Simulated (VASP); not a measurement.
Input of a VASP 6.6.1 run:

INCAR

```
PREC     = Accurate       # precision mode
ENCUT    = 520            # plane-wave cutoff, eV
EDIFF    = 1E-6           # SCF threshold, eV
ISMEAR   = 0              # smearing method
SIGMA    = 0.03           # smearing width, eV
LREAL    = False          # projectors in reciprocal space
LASPH    = True           # aspherical terms in the spheres
NELM     = 100            # most SCF steps
ALGO     = Normal         # electronic algorithm
ISIF     = 2              # what is computed and relaxed
LWAVE    = False          # write WAVECAR
LCHARG   = False          # write CHGCAR
GGA      = PE             # functional
NBANDS   = 17             # bands
```

Contents of KPOINTS:

```
regular mesh
0
Gamma
  10 10 10
```

The input POSCAR:

```
PbS
1.0
    0.0000000000      2.9650000000      2.9650000000
    2.9650000000      0.0000000000      2.9650000000
    2.9650000000      2.9650000000      0.0000000000
Pb S
1 1
Direct
    0.0000000000      0.0000000000      0.0000000000
    0.4951319539      0.4951319539      0.4951319539
```

Potentials or basis: VASP PAW PBE potentials, release 64 (Pb_d, S).

Command:

```sh
$ cat potpaw_PBE.64/Pb_d/POTCAR potpaw_PBE.64/S/POTCAR > POTCAR
$ mpirun -np 1 vasp_std > vasp.out
```

Q: What does it give for the band gap on the k mesh?

A: 0.37 eV.

Q: Estimate the largest force.

A: 0.030 eV/Å.

Q: What does it give for the pressure?

A: 2.2 GPa.

Forces on the atoms (eV/Å):
```
Pb  -0.017 -0.017 -0.017
S    0.017  0.017  0.017
```

Caveat: spin-orbit coupling is left out, which moves the levels of the heavy elements. A k mesh can miss the band edges.
